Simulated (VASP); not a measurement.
Input of a VASP 6.6.1 run:

Contents of INCAR:

```
ADDGRID  = F            
ALGO     = Normal         # electronic algorithm
EDIFF    = 1E-8           # SCF threshold, eV
EFERMI   = MIDGAP       
ENCUT    = 690            # plane-wave cutoff, eV
GGA      = PS             # functional
GGA_COMPAT= F            
ISIF     = 2              # what is computed and relaxed
ISMEAR   = 0              # smearing method
LASPH    = T              # aspherical terms in the spheres
LCHARG   = F              # write CHGCAR
LREAL    = F              # projectors in reciprocal space
LWAVE    = F              # write WAVECAR
NBANDS   = 29             # bands
NELM     = 120            # most SCF steps
PREC     = Accurate       # precision mode
SIGMA    = 0.03           # smearing width, eV
```

Contents of KPOINTS:

```
Automatic mesh
0
Gamma
  13 13 13
  0 0 0
```

Contents of POSCAR:

```
AgCl
1.0
    3.4339730000      0.0000000000      0.0000000000
    0.0000000000      3.4339730000      0.0000000000
    0.0000000000      0.0000000000      3.4683127300
Ag Cl
1 1
Direct
    0.0000000000      0.0000000000      0.0000000000
    0.5000000000      0.5000000000      0.5232966300
```

Potentials or basis: VASP PAW PBE potentials, release 64 (Ag, Cl).

The run is started by

```bash
$ cat potpaw_PBE.64/Ag/POTCAR potpaw_PBE.64/Cl/POTCAR > POTCAR
$ mpirun -np 1 vasp_std > vasp.out
```

(1) Predict the largest force.

(2) What does it give for the band gap on the k mesh?

Results:

(1) 0.016 eV/Å.

(2) 0.42 eV (least direct gap 1.84 eV).

Caveat: the cell differs from its parent crystal (cell strained by +1.0% along z); the cell stands under tension; the PAW data sets were made with another functional, which shifts forces and pressure a little; an odd mesh through Γ misses points on the zone boundary, where band edges can lie.
